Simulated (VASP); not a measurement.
# CdI2 (P-3m1) in VASP: further runs

CdI2 is run at these levels: PBE+D3(BJ); tasks: single point.

All numbers are computed with VASP 6.6.1; they aren't measurements. Logs are shortened: lines on timing, memory, paths and dates and some standing lists are left out, and cuts for length are marked.

### 1 The cell of the first run

Symmetry: P-3m1, No. 164, trigonal system. Conventional cell: a = 4.138 Å, b = 4.138 Å, c = 6.859 Å, α = 90.00°, β = 90.00°, γ = 120.00°. Within 3.9 Å of Cd (site symmetry -3m) lie 6 I at 2.94 Å. Within 3.9 Å of I (site symmetry 3m) lie 3 Cd at 2.94 Å.

### 2 Single point, PBE+D3(BJ) (strain -0.025 along x and y, +0.000 along z)

Input file INCAR:

```
PREC = Accurate ; ENCUT = 500
EDIFF = 1E-6 ; ISMEAR = 0
SIGMA = 0.05 ; LREAL = False
LASPH = True ; NELM = 120
ALGO = Normal ; ISIF = 2
LWAVE = False ; LCHARG = False
GGA = PE ; IVDW = 12
NBANDS = 20 ; GGA_COMPAT = False
```

Input file KPOINTS:

```
regular mesh
0
Gamma
  9 9 4
```

Input file POSCAR:

```
CdI2
1.0
    4.1378992343      0.0000000000      0.0000000000
   -2.0689496171      3.5835258553      0.0000000000
    0.0000000000      0.0000000000      6.8590000000
Cd I
1 2
Direct
    0.0000000000      0.0000000000      0.0000000000
    0.3333333333      0.6666666667      0.2492000000
    0.6666666667      0.3333333333      0.7508000000
```

Potentials or basis: VASP PAW PBE potentials, release 64 (Cd, I).

On the command line:

```console
$ cat potpaw_PBE.64/Cd/POTCAR potpaw_PBE.64/I/POTCAR > POTCAR
$ mpirun -np 1 vasp_std > vasp.out
```

OUTCAR:

```text
PREC = Accurate
   ENCUT = 500
   EDIFF = 1E-6
   ISMEAR = 0
   LREAL = False
   LASPH = True
   NELM = 120
   ISIF = 2
   GGA = PE
   IVDW = 12
 IVDW          = 12

 ion  position               nearest neighbor table
   1  0.000  0.000  0.000-   2 2.94   3 2.94   3 2.94   2 2.94   3 2.94   2 2.94
   2  0.333  0.667  0.249-   1 2.94   1 2.94   1 2.94
   3  0.667  0.333  0.751-   1 2.94   1 2.94   1 2.94

  LATTYP: Found a hexagonal cell.
 ALAT       =     4.1378992343
 C/A-ratio  =     1.6576044054

  Lattice vectors:

 A1 = (   4.1378992343,   0.0000000000,   0.0000000000)
 A2 = (  -2.0689496171,   3.5835258553,   0.0000000000)
 A3 = (   0.0000000000,   0.0000000000,   6.8590000000)

Analysis of symmetry for initial positions (statically):
=====================================================================
 Subroutine PRICEL returns:
 Original cell was already a primitive cell.

 Routine SETGRP: Setting up the symmetry group for a
 hexagonal supercell.

 Subroutine GETGRP returns: Found 12 space group operations
 (whereof 12 operations were pure point group operations)
 out of a pool of 24 trial point group operations.

The static configuration has the point symmetry D_3d.

Analysis of symmetry for dynamics (positions and initial velocities):
=====================================================================
 Subroutine PRICEL returns:
 Original cell was already a primitive cell.

 Routine SETGRP: Setting up the symmetry group for a
 hexagonal supercell.

 Subroutine GETGRP returns: Found 12 space group operations
 (whereof 12 operations were pure point group operations)
 out of a pool of 24 trial point group operations.

The dynamic configuration has the point symmetry D_3d.

 Subroutine INISYM returns: Found 12 space group operations
 (whereof 12 operations are pure point group operations),
 and found     1 'primitive' translations

----------------------------------------------------------------------------------------

                                     Primitive cell

  volume of cell :     101.7071

  direct lattice vectors                    reciprocal lattice vectors
     4.137899234  0.000000000  0.000000000     0.241668524  0.139527387  0.000000000
    -2.068949617  3.583525855  0.000000000     0.000000000  0.279054775  0.000000000
     0.000000000  0.000000000  6.859000000     0.000000000  0.000000000  0.145793847

  length of vectors
     4.137899234  4.137899234  6.859000000     0.279054775  0.279054775  0.145793847

  position of ions in fractional coordinates (direct lattice)
     0.000000000  0.000000000  0.000000000
     0.333333333  0.666666667  0.249200000
     0.666666667  0.333333333  0.750800000

  ion indices of the primitive-cell ions
   primitive index   ion index
                 1           1
                 2           2
                 3           3

----------------------------------------------------------------------------------------

 KPOINTS: regular mesh

Automatic generation of k-mesh.
 Grid dimensions read from file:
 generate k-points for:    9    9    4

 Generating k-lattice:

  Cartesian coordinates                     Fractional coordinates (reciprocal lattice)
     0.026852058  0.015503043  0.000000000     0.111111111 -0.000000000  0.000000000
     0.000000000  0.031006086  0.000000000     0.000000000  0.111111111  0.000000000
     0.000000000  0.000000000  0.036448462     0.000000000  0.000000000  0.250000000

  Length of vectors
     0.031006086  0.031006086  0.036448462

  Shift w.r.t. Gamma in fractional coordinates (k-lattice)
     0.000000000  0.000000000  0.000000000

 Subroutine IBZKPT returns following result:
 ===========================================

 Found     43 irreducible k-points:

 Following reciprocal coordinates:
            Coordinates               Weight
  0.000000  0.000000  0.000000      1.000000
  0.111111  0.000000  0.000000      6.000000
  0.222222 -0.000000  0.000000      6.000000
  0.333333  0.000000  0.000000      6.000000
  0.444444 -0.000000  0.000000      6.000000
  0.111111  0.111111  0.000000      6.000000
[... 16 lines left out ...]
  0.222222  0.111111  0.250000     12.000000
 -0.111111  0.333333  0.250000     12.000000
 [... further k-points ...]
   k-points           NKPTS =     43   k-points in BZ     NKDIM =     43   number of bands    NBANDS=     20
   number of dos      NEDOS =    301   number of ions     NIONS =      3
   total plane-waves  NPLWV =  45000
   dimension x,y,z NGX =    30 NGY =   30 NGZ =   50
   dimension x,y,z NGXF=    60 NGYF=   60 NGZF=  100
   ions per type =               1   2
   NGX,Y,Z   is equivalent  to a cutoff of  12.05, 12.05, 12.12 a.u.
   NGXF,Y,Z  is equivalent  to a cutoff of  24.11, 24.11, 24.24 a.u.
 SYSTEM =  unknown system
   PREC   = accura    normal or accurate (medium, high low for compatibility)
   ISTART =      0    job   : 0-new  1-cont  2-samecut
   ICHARG =      2    charge: 1-file 2-atom 10-const
   ISPIN  =      1    spin polarized calculation?
   LNONCOLLINEAR =      F non collinear calculations
   LSORBIT =      F    spin-orbit coupling
   LASPH  =      T    aspherical Exc in radial PAW
   ENCUT  =  500.0 eV  36.75 Ry    6.06 a.u.   7.54  7.54 12.51*2*pi/ulx,y,z
   NELM   =    120;   NELMIN=  2; NELMDL= -5     # of ELM steps
   EDIFF  = 0.1E-05   stopping-criterion for ELM
   LREAL  =      F    real-space projection
   EDIFFG = 0.1E-04   stopping-criterion for IOM
   NSW    =      0    number of steps for IOM
   IBRION =     -1    ionic relax: 0-MD 1-quasi-New 2-CG
   NFREE  =      0    steps in history (QN), initial steepest desc. (CG)
   ISIF   =      2    stress and relaxation
   ISYM   =      2    0-nonsym 1-usesym 2-fastsym
   POTIM  = 0.5000    time-step for ionic-motion
   TEBEG  =    0.0;   TEEND  =   0.0 temperature during run
   PSTRESS=    0.0 pullay stress
   NELECT =      26.0000    total number of electrons
   NUPDOWN=      -1.0000    fix difference up-down
   EMIN   =  10.00;   EMAX   =-10.00  energy-range for DOS
   EFERMI =   0.00;   METHOD = LEGACY
   ISMEAR =     0;   SIGMA  =   0.05  broadening in eV -4-tet -1-fermi 0-gaus
   EFERMI_NEDOS =   21; number of points for ismear=-14 and -15
   IALGO  =     38    algorithm
   IMIX   =      4    mixing-type and parameters
     AMIX     =   0.40;   BMIX     =  1.00
     AMIX_MAG =   1.60;   BMIX_MAG =  1.00
  volume/ion in A,a.u.               =      33.90       228.78
  Fermi-wavevector in a.u.,A,eV,Ry     =   1.039000  1.963425 14.687774  1.079521
  Thomas-Fermi vector in A             =   2.173510
   LORBIT       =      0    0 simple, 1 ext, 2 COOP (PROOUT), +10 PAW based schemes
   GGA     = PE    functional components
   LHFCALC =     F    Hartree Fock is set to
   AEXX    =    0.0000 exact exchange contribution
   IVDW    =    12    specifies the selected vdW correction
   LEPSILON=     F    determine dielectric tensor
   LRPA    =     F    only Hartree local field effects (RPA)
 non-spin polarized calculation
 Gauss-broadening in eV      SIGMA  =   0.05
  energy-cutoff  :      500.00
  volume of cell :      101.71
 maximum number of plane-waves:      2609
 NGX is ok and might be reduce to    30
   NGX = 15   NGY = 15   NGZ = 25

 number of electron      25.9999989 magnetization

 Free energy of the ion-electron system (eV)
  ---------------------------------------------------
  ext. energy  EPLUGINS =         0.00000000
  ---------------------------------------------------
  free energy    TOTEN  =        -5.38246034 eV

  energy without entropy =       -5.38246034  energy(sigma->0) =       -5.38246034

 E-fermi :   2.8753     XC(G=0):  -8.7985

 val. band max:        2.5900088258   @ k =   0.1111   0.0000   0.2500
 cond. band min:       4.9628911635   @ k =   0.0000   0.4444   0.2500
 fundamental gap:      2.3728823377
 Fermi energy:         2.8752583243

 k-point     1 :       0.0000    0.0000    0.0000
  band No.  band energies     occupation
      1      -9.8674      2.00000
      2      -9.0902      2.00000
      3      -5.1878      2.00000
      4      -5.1878      2.00000
      5      -5.0638      2.00000
      6      -4.9561      2.00000
[... 12 lines left out ...]
     19      11.7639      0.00000
     20      11.7936      0.00000

 k-point     2 :       0.1111    0.0000    0.0000
  band No.  band energies     occupation
      1      -9.7963      2.00000
      2      -9.0768      2.00000
      3      -5.1762      2.00000
      4      -5.1557      2.00000
      5      -5.0471      2.00000
      6      -4.9599      2.00000
[... 12 lines left out ...]
     19      11.0797      0.00000
     20      11.4526      0.00000

 k-point     3 :       0.2222   -0.0000    0.0000
  band No.  band energies     occupation
      1      -9.6029      2.00000
      2      -9.0450      2.00000
      3      -5.1540      2.00000
      4      -5.0868      2.00000
      5      -4.9971      2.00000
      6      -4.9589      2.00000
[... 12 lines left out ...]
     19      10.5553      0.00000
     20      11.6101      0.00000

 k-point     4 :       0.3333    0.0000    0.0000
  band No.  band energies     occupation
      1      -9.3506      2.00000
      2      -9.0181      2.00000
      3      -5.1430      2.00000
      4      -5.0643      2.00000
      5      -4.9663      2.00000
      6      -4.9115      2.00000
[... 12 lines left out ...]
     19      11.2120      0.00000
     20      11.6747      0.00000

 k-point     5 :       0.4444   -0.0000    0.0000
  band No.  band energies     occupation
      1      -9.1371      2.00000
      2      -9.0320      2.00000
      3      -5.1430      2.00000
      4      -5.0751      2.00000
      5      -4.9574      2.00000
      6      -4.8826      2.00000
[... 12 lines left out ...]
     19      11.6759      0.00000
     20      12.1519      0.00000
[... 353 lines left out ...]
      6      -4.8826      2.00000
[... 12 lines left out ...]
     19      11.1193      0.00000
     20      12.8908      0.00000

 k-point    22 :       0.1111    0.1111    0.2500
  band No.  band energies     occupation
      1      -9.6006      2.00000
      2      -9.1345      2.00000
      3      -5.1597      2.00000
      4      -5.1103      2.00000
      5      -5.0152      2.00000
      6      -4.9624      2.00000
[... 12 lines left out ...]
     19      10.8053      0.00000
     20      11.1014      0.00000

 k-point    23 :       0.2222    0.1111    0.2500
  band No.  band energies     occupation
      1      -9.3816      2.00000
      2      -9.0905      2.00000
      3      -5.1402      2.00000
      4      -5.0511      2.00000
      5      -4.9777      2.00000
      6      -4.9338      2.00000
[... 12 lines left out ...]
     19      10.7596      0.00000
     20      11.6400      0.00000

 k-point    24 :      -0.1111    0.3333    0.2500
  band No.  band energies     occupation
      1      -9.3981      2.00000
      2      -9.0696      2.00000
      3      -5.1403      2.00000
      4      -5.0599      2.00000
      5      -4.9764      2.00000
      6      -4.9417      2.00000
[... 12 lines left out ...]
     19      10.2899      0.00000
     20      11.4769      0.00000

 [... further k-points ...]

------------------------ aborting loop because EDIFF is reached ----------------------------------------

 Edisp (eV)   -1.05336

 E8    (eV) :    -0.4724

  FORCE on cell =-STRESS in cart. coord.  units (eV):
  Direction    XX          YY          ZZ          XY          YZ          ZX
  --------------------------------------------------------------------------------------
  -------------------------------------------------------------------------------------
  Total       1.68904     1.68904     1.31153     0.00000     0.00000     0.00000
  in kB      26.60721    26.60721    20.66027     0.00000     0.00000     0.00000
  external pressure =       24.62 kB  Pullay stress =        0.00 kB

 VOLUME and BASIS-vectors are now :
 -----------------------------------------------------------------------------
  energy-cutoff  :      500.00
  volume of cell :      101.71
      direct lattice vectors                 reciprocal lattice vectors
     4.137899234  0.000000000  0.000000000     0.241668524  0.139527387  0.000000000
    -2.068949617  3.583525855  0.000000000     0.000000000  0.279054775  0.000000000
     0.000000000  0.000000000  6.859000000     0.000000000  0.000000000  0.145793847

 POSITION                                       TOTAL-FORCE (eV/Angst)
 -----------------------------------------------------------------------------------
      0.00000      0.00000      0.00000        -0.000000      0.000000      0.000000
     -0.00000      2.38902      1.70926         0.000000      0.000000      0.407710
      2.06895      1.19451      5.14974        -0.000000     -0.000000     -0.407710
 -----------------------------------------------------------------------------------
    total drift:                                0.000000     -0.000000      0.000000

  FREE ENERGIE OF THE ION-ELECTRON SYSTEM (eV)
  ---------------------------------------------------
  free  energy   TOTEN  =        -6.4358169476 eV

  energy  without entropy=       -6.4358169476  energy(sigma->0) =       -6.43581695
```

Wall time 67 s (1 thread of Intel Xeon Platinum 8375C at 2.90GHz (Ice Lake), shared host); peak memory 0.26 GiB.

What came out:

- Free energy: -6.4358 eV
- Pressure: 2.5 GPa
- Largest force: 0.408 eV/Å
- Band gap on the k mesh: 2.37 eV (least direct gap 2.72 eV)
- Dispersion energy per atom: -0.351 eV

Forces in eV/Å, atoms in the order of the input:
```
Cd   0.000  0.000  0.000
I    0.000  0.000  0.408
I    0.000  0.000 -0.408
```

Levels at points of the mesh, in eV from the valence-band top:
```tsv
k point	band 11	band 12	band 13	band 14	band 15	band 16
(0.00, 0.00, 0.00)	-0.33	-0.15	-0.15	2.64	4.45	6.37
(0.00, 0.00, 0.50)	-0.47	-0.01	-0.01	3.84	4.52	6.17
```

Caveat: the cell differs from its parent crystal (strain -0.025 along x and y, +0.000 along z); spin-orbit coupling is left out, which moves the levels of the heavy elements; an odd mesh through Γ misses points on the zone boundary, where band edges can lie.

(Part 1 of 3 ends here.)
